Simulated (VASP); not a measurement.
Input of a VASP 6.6.1 run:

The input INCAR:

```
PREC     = Accurate       # precision mode
ENCUT    = 520            # plane-wave cutoff, eV
EDIFF    = 1E-6           # SCF threshold, eV
ISMEAR   = 0              # smearing method
SIGMA    = 0.15           # smearing width, eV
LREAL    = F              # projectors in reciprocal space
LASPH    = T              # aspherical terms in the spheres
NELM     = 100            # most SCF steps
ALGO     = Fast           # electronic algorithm
ISIF     = 2              # what is computed and relaxed
LWAVE    = F              # write WAVECAR
LCHARG   = F              # write CHGCAR
GGA      = PE             # functional
NBANDS   = 13             # bands
```

KPOINTS

```
regular mesh
0
Gamma
  24 24 24
```

The input POSCAR:

```
Ru
1.0
    0.0000000000      1.9412361369      1.8635866914
    1.9412361369      0.0000000000      1.8635866914
    1.9412361369      1.9412361369      0.0000000000
Ru
1
Direct
    0.0000000000      0.0000000000      0.0000000000
```

Potentials or basis: VASP PAW PBE potentials, release 64 (Ru_pv).

Run with:

```sh
$ cat potpaw_PBE.64/Ru_pv/POTCAR > POTCAR
$ mpirun -np 1 vasp_std > vasp.out
```

(1) Predict the pressure.

(2) Predict the band gap on the k mesh.

## Answers

(1) -4.4 GPa.

(2) zero (bands 7 and 8 overlap by 3.43 eV).

Caveat: the cell stands under tension.
